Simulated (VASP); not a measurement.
# Al in VASP: a series of runs

Runs on Al. Level: PBE. Tasks: single point.

Everything below comes from runs of VASP 6.6.1. Logs are shortened: lines on timing, memory, paths and dates and some standing lists are left out, and cuts for length are marked.

**1. The cell of the first run**

The cell holds a slab with vacuum, 6 atoms: a = 2.857 Å, b = 4.041 Å, c = 23.144 Å, α = 90.00°, β = 90.00°, γ = 90.00°.

**2. Single point, PBE**

INCAR reads:

```
  ALGO = Normal
  DIPOL = 0.5 0.5 0.500
  EDIFF = 1E-6
  ENCUT = 520
  GGA = PE
  IDIPOL = 3
  ISIF = 2
  ISMEAR = -1
  LASPH = T
  LCHARG = T
  LDIPOL = T
  LELF = T
  LREAL = F
  LVACPOTAV = T
  LVHAR = T
  LWAVE = F
  NBANDS = 18
  NELM = 60
  PREC = Accurate
  SIGMA = 0.08
```

KPOINTS reads:

```
k-points
0
Gamma
  13 9 1
```

POSCAR reads:

```
Al
1.0
    2.8574853682      0.0000000000      0.0000000000
    0.0000000000      4.0410945620      0.0000000000
    0.0000000000      0.0000000000     23.1437000000
Al
6
Direct
    0.2500000000      0.2500000000      0.3456661333
    0.7500000000      0.7500000000      0.4073996800
    0.2500000000      0.2500000000      0.4691332267
    0.7500000000      0.7500000000      0.5308667733
    0.2500000000      0.2500000000      0.5926003200
    0.7500000000      0.7500000000      0.6543338667
```

Potentials or basis: VASP PAW PBE potentials, release 64 (Al).

Run with:

```bash
> cat potpaw_PBE.64/Al/POTCAR > POTCAR
> mpirun -np 1 vasp_std > vasp.out
```

OUTCAR:

```text
EDIFF = 1E-6
   ENCUT = 520
   GGA = PE
   ISIF = 2
   ISMEAR = -1
   LASPH = T
   LREAL = F
   NELM = 60
   PREC = Accurate

 ion  position               nearest neighbor table
   1  0.250  0.250  0.346-   2 2.86   2 2.86   2 2.86   2 2.86   3 2.86
   2  0.750  0.750  0.407-   4 2.86   1 2.86   1 2.86   1 2.86   1 2.86   3 2.86   3 2.86   3 2.86
                             3 2.86
   3  0.250  0.250  0.469-   5 2.86   4 2.86   4 2.86   4 2.86   4 2.86   2 2.86   2 2.86   2 2.86
                             2 2.86   1 2.86
   4  0.750  0.750  0.531-   2 2.86   3 2.86   3 2.86   3 2.86   3 2.86   5 2.86   5 2.86   5 2.86
                             5 2.86   6 2.86
   5  0.250  0.250  0.593-   3 2.86   6 2.86   6 2.86   6 2.86   6 2.86   4 2.86   4 2.86   4 2.86
                             4 2.86
   6  0.750  0.750  0.654-   5 2.86   5 2.86   5 2.86   5 2.86   4 2.86

  LATTYP: Found a simple orthorhombic cell.
 ALAT       =     2.8574853682
 B/A-ratio  =     1.4142135624
 C/A-ratio  =     8.0993240622

  Lattice vectors:

 A1 = (   2.8574853682,   0.0000000000,   0.0000000000)
 A2 = (   0.0000000000,   4.0410945620,   0.0000000000)
 A3 = (   0.0000000000,   0.0000000000,  23.1437000000)

Analysis of symmetry for initial positions (statically):
=====================================================================
 Subroutine PRICEL returns:
 Original cell was already a primitive cell.

 Routine SETGRP: Setting up the symmetry group for a
 simple orthorhombic supercell.

 Subroutine GETGRP returns: Found  8 space group operations
 (whereof  2 operations were pure point group operations)
 out of a pool of  8 trial point group operations.

The static configuration has the point symmetry S_2 .
 The point group associated with its full space group is D_2h.

Analysis of symmetry for dynamics (positions and initial velocities):
=====================================================================
 Subroutine PRICEL returns:
 Original cell was already a primitive cell.

 Routine SETGRP: Setting up the symmetry group for a
 simple orthorhombic supercell.

 Subroutine GETGRP returns: Found  8 space group operations
 (whereof  2 operations were pure point group operations)
 out of a pool of  8 trial point group operations.

The dynamic configuration has the point symmetry S_2 .
 The point group associated with its full space group is D_2h.

 Subroutine INISYM returns: Found  8 space group operations
 (whereof  2 operations are pure point group operations),
 and found     1 'primitive' translations

----------------------------------------------------------------------------------------

[... 107 lines left out ...]
   ISYM   =      2    0-nonsym 1-usesym 2-fastsym
   POTIM  = 0.5000    time-step for ionic-motion
   TEBEG  =    0.0;   TEEND  =   0.0 temperature during run
   PSTRESS=    0.0 pullay stress
   NELECT =      18.0000    total number of electrons
   NUPDOWN=      -1.0000    fix difference up-down
   EMIN   =  10.00;   EMAX   =-10.00  energy-range for DOS
   EFERMI =   0.00;   METHOD = LEGACY
   ISMEAR =    -1;   SIGMA  =   0.08  broadening in eV -4-tet -1-fermi 0-gaus
   EFERMI_NEDOS =   21; number of points for ismear=-14 and -15
   IALGO  =     38    algorithm
   IMIX   =      4    mixing-type and parameters
     AMIX     =   0.40;   BMIX     =  1.00
     AMIX_MAG =   1.60;   BMIX_MAG =  1.00
  volume/ion in A,a.u.               =      44.54       300.58
  Fermi-wavevector in a.u.,A,eV,Ry     =   0.666081  1.258711  6.036414  0.443664
  Thomas-Fermi vector in A             =   1.740273
   LORBIT       =      0    0 simple, 1 ext, 2 COOP (PROOUT), +10 PAW based schemes
   GGA     = PE    functional components
   LHFCALC =     F    Hartree Fock is set to
   AEXX    =    0.0000 exact exchange contribution
   IVDW    =     0    specifies the selected vdW correction
   LEPSILON=     F    determine dielectric tensor
   LRPA    =     F    only Hartree local field effects (RPA)
 non-spin polarized calculation
  energy-cutoff  :      520.00
  volume of cell :      267.25
 maximum number of plane-waves:      7235
 NGX is ok and might be reduce to    24
   NGX = 11   NGY = 15   NGZ = 87

 dipolmoment           0.000000      0.000000      0.000000 electrons x Angstroem

 number of electron      18.0000000 magnetization

 dipolmoment           0.000000      0.000000     -0.000000 electrons x Angstroem

 Free energy of the ion-electron system (eV)
  ---------------------------------------------------
  ext. energy  EPLUGINS =         0.00000000
  ---------------------------------------------------
  free energy    TOTEN  =       -20.97949264 eV

  energy without entropy =      -20.91157646  energy(sigma->0) =      -20.94553455

 E-fermi :   0.5495     XC(G=0):  -4.6901

 val. band max:        0.5467850961   @ k =   0.1538   0.0000   0.0000
 cond. band min:       0.5767483714   @ k =   0.0000   0.4444   0.0000
 fundamental gap:      0.0299632753
 Fermi energy:         0.5494825271

 k-point     1 :       0.0000    0.0000    0.0000
  band No.  band energies     occupation
      1     -10.1747      2.00000
      2      -8.9016      2.00000
      3      -6.9538      2.00000
      4      -4.5869      2.00000
      5      -2.1364      2.00000
      6      -1.9966      2.00000
[... 481 lines left out ...]
      5      -4.4632      2.00000
      6      -3.4103      2.00000
[... 10 lines left out ...]
     17       5.8456      0.00000
     18       5.9140      0.00000

 [... further k-points ...]
[... 5 lines left out ...]
  --------------------------------------------------------------------------------------
  -------------------------------------------------------------------------------------
  Total       -0.8350274     -1.8151850     -1.1589547      0.0000000      0.0000000      0.0000000
  in kB       -5.0060534    -10.8821736     -6.9480225      0.0000000      0.0000000      0.0000000
  external PRESSURE =      -7.6120832 kB  Pullay stress =       0.0000000 kB

 VOLUME and BASIS-vectors are now :
 -----------------------------------------------------------------------------
  energy-cutoff  :      520.00
  volume of cell :      267.25
      direct lattice vectors                 reciprocal lattice vectors
     2.857485368  0.000000000  0.000000000     0.349958047  0.000000000  0.000000000
     0.000000000  4.041094562  0.000000000     0.000000000  0.247457708  0.000000000
     0.000000000  0.000000000 23.143700000     0.000000000  0.000000000  0.043208303

 POSITION                                       TOTAL-FORCE (eV/Angst)
 -----------------------------------------------------------------------------------
      0.71437      1.01027      7.99999         0.000000     -0.000000      0.244331
      2.14311      3.03082      9.42874         0.000000     -0.000000     -0.169196
      0.71437      1.01027     10.85748         0.000000      0.000000      0.093219
      2.14311      3.03082     12.28622         0.000000      0.000000     -0.093219
      0.71437      1.01027     13.71496         0.000000     -0.000000      0.169196
      2.14311      3.03082     15.14371         0.000000     -0.000000     -0.244331
 -----------------------------------------------------------------------------------
    total drift:                               -0.000000     -0.000000     -0.000000

  FREE ENERGIE OF THE ION-ELECTRON SYSTEM (eV)
  ---------------------------------------------------
  free  energy   TOTEN  =       -20.9794926407 eV

  energy  without entropy=      -20.9115764615  energy(sigma->0) =      -20.94553455

 vacuum level on the upper side and lower side of the slab         4.507         4.507
```

OSZICAR:

```text
N       E                     dE             d eps       ncg     rms          rms(c)
DAV:   1     0.453122858445E+02    0.45312E+02   -0.54352E+03  1260   0.703E+02
DAV:   2    -0.193880002461E+02   -0.64700E+02   -0.60329E+02  1766   0.118E+02
DAV:   3    -0.220485738050E+02   -0.26606E+01   -0.26070E+01  1680   0.241E+01
[... 13 lines left out ...]
DAV:  17    -0.209794128914E+02    0.23050E-05   -0.64741E-06  1442   0.633E-03    0.200E-03
DAV:  18    -0.209794649207E+02   -0.52029E-04   -0.45205E-06  1416   0.522E-03    0.168E-03
DAV:  19    -0.209794790909E+02   -0.14170E-04   -0.10517E-06  1274   0.233E-03    0.952E-04
DAV:  20    -0.209794905809E+02   -0.11490E-04   -0.11990E-06  1164   0.220E-03    0.295E-04
DAV:  21    -0.209794920969E+02   -0.15160E-05   -0.93050E-08  1098   0.870E-04    0.244E-04
DAV:  22    -0.209794926407E+02   -0.54388E-06   -0.37891E-08   952   0.516E-04
   1 F= -.20979493E+02 E0= -.20945535E+02  d E =-.679162E-01
```

stdout:

```text
POSCAR found type information on POSCAR Al
 POSCAR found :  1 types and       6 ions
 scaLAPACK will be used
 LDA part: xc-table for (Slater+PW92), standard interpolation
 POSCAR, INCAR and KPOINTS ok, starting setup
 FFT: planning ... GRIDC
 FFT: planning ... GRID_SOFT
 FFT: planning ... GRID
 WAVECAR not read
 entering main loop
 -----------------------------------------------------------------------------
|                                                                             |
|           W    W    AA    RRRRR   N    N  II  N    N   GGGG   !!!           |
|           W    W   A  A   R    R  NN   N  II  NN   N  G    G  !!!           |
|           W    W  A    A  R    R  N N  N  II  N N  N  G       !!!           |
|           W WW W  AAAAAA  RRRRR   N  N N  II  N  N N  G  GGG   !            |
|           WW  WW  A    A  R   R   N   NN  II  N   NN  G    G                |
|           W    W  A    A  R    R  N    N  II  N    N   GGGG   !!!           |
|                                                                             |
|     Did not find any points to average over, which means that no vacuum     |
|     field-free region was found. Please increase the size of  your cell     |
|     in the dimension of the dipole correction to obtain accurate            |
|     workfunction values.                                                    |
|                                                                             |
 -----------------------------------------------------------------------------
```

Run time: 6.2 min. Hardware: 1 thread of Intel Xeon 8259CL, shared host; peak memory 0.4 GiB.

Results:

```yaml
Free_energy: -20.9795 eV
Largest_force: 0.244 eV/Å
Band_gap_on_the_k_mesh: zero (bands 9 and 10 overlap by 2.38 eV)
```

Forces in eV/Å, atoms in the order of the input:
```
Al   0.000  0.000  0.244
Al   0.000  0.000 -0.169
Al   0.000  0.000  0.093
Al   0.000  0.000 -0.093
Al   0.000  0.000  0.169
Al   0.000  0.000 -0.244
```

Levels at points of the mesh, in eV from the Fermi level:
```csv
k point,band 5,band 6,band 7,band 8,band 9,band 10,band 11,band 12,band 13,band 14
"(0.00, 0.00, 0.00)",-2.69,-2.55,-1.36,-1.15,-0.34,0.17,0.52,2.19,2.30,2.93
```

**3. Single point, PBE**

INCAR reads:

```
SYSTEM = Al
  PREC = Accurate
  ENCUT = 520
  EDIFF = 1E-7
  ISMEAR = -1
  SIGMA = 0.08
  LREAL = .False.
  LASPH = .True.
  NELM = 100
  ALGO = Normal
  ISIF = 2
  LWAVE = .False.
  LCHARG = .False.
  LDIPOL = .True.
  IDIPOL = 3
  DIPOL = 0.5 0.5 0.500
  GGA = PE
  NBANDS = 18
```

KPOINTS reads:

```
Automatic mesh
0
Gamma
  13 9 1
  0 0 0
```

POSCAR is that of step 2.

Potentials or basis: VASP PAW PBE potentials, release 64 (Al).

Run with:

```bash
> cat potpaw_PBE.64/Al/POTCAR > POTCAR
> mpirun -np 1 vasp_std > vasp.out
```

It took 6.7 min on 1 thread of Intel Xeon 8259CL, shared host; peak memory 0.4 GiB.

Results (log left out):

- Free energy: -20.9795 eV
- Largest force: 0.244 eV/Å
- Band gap on the k mesh: zero (bands 9 and 10 overlap by 2.38 eV)

Forces in eV/Å, atoms in the order of the input:
```
Al   0.000  0.000  0.244
Al   0.000  0.000 -0.169
Al   0.000  0.000  0.093
Al   0.000  0.000 -0.093
Al   0.000  0.000  0.169
Al   0.000  0.000 -0.244
```

Levels at points of the mesh, in eV from the Fermi level:
| k point | band 6 | band 7 | band 8 | band 9 | band 10 | band 11 | band 12 | band 13 |
| --- | --- | --- | --- | --- | --- | --- | --- | --- |
| (0.00, 0.00, 0.00) | -2.55 | -1.36 | -1.15 | -0.34 | 0.17 | 0.52 | 2.19 | 2.30 |
